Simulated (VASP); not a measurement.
A run of VASP 6.6.1 is set up as follows.

File INCAR:

```
SYSTEM = GaSb
ALGO = Normal
EDIFF = 1E-6
ENCUT = 520
GGA_COMPAT = .False.
ISIF = 2
ISMEAR = -1
LASPH = .True.
LCHARG = .False.
LORBIT = 11
LORBMOM = .True.
LREAL = .False.
LSORBIT = .True.
LWAVE = .False.
MAGMOM = 0 0 0 0 0 0
NBANDS = 30
NELM = 150
PREC = Accurate
SIGMA = 0.05
```

File KPOINTS:

```
k-points
0
Gamma
  7 7 7
  0 0 0
```

File POSCAR:

```
GaSb
1.0
   -1.5559010000      2.6750030000      2.8933130000
    1.5559010000     -2.6750030000      2.8933130000
    1.5559010000      2.6750030000     -2.8933130000
Sb Ga
1 1
Direct
    0.5000000000      0.5000000000      0.0000000000
    0.0000000000      0.0000000000      0.0000000000
```

Potentials or basis: VASP PAW LDA potentials, release 64 (Sb, Ga_d).

Command:

```sh
$ cat potpaw_LDA.64/Sb/POTCAR potpaw_LDA.64/Ga_d/POTCAR > POTCAR
$ mpirun -np 1 vasp_ncl > vasp.out
```

Task: Estimate the pressure.

Result: -4.5 GPa.

Task: Estimate the net moment.

Result: 0.00 μB per cell.

Moments on the atoms (μB; x, y, z):
```
Sb  0.00 0.00 0.00
Ga  0.00 0.00 0.00
```
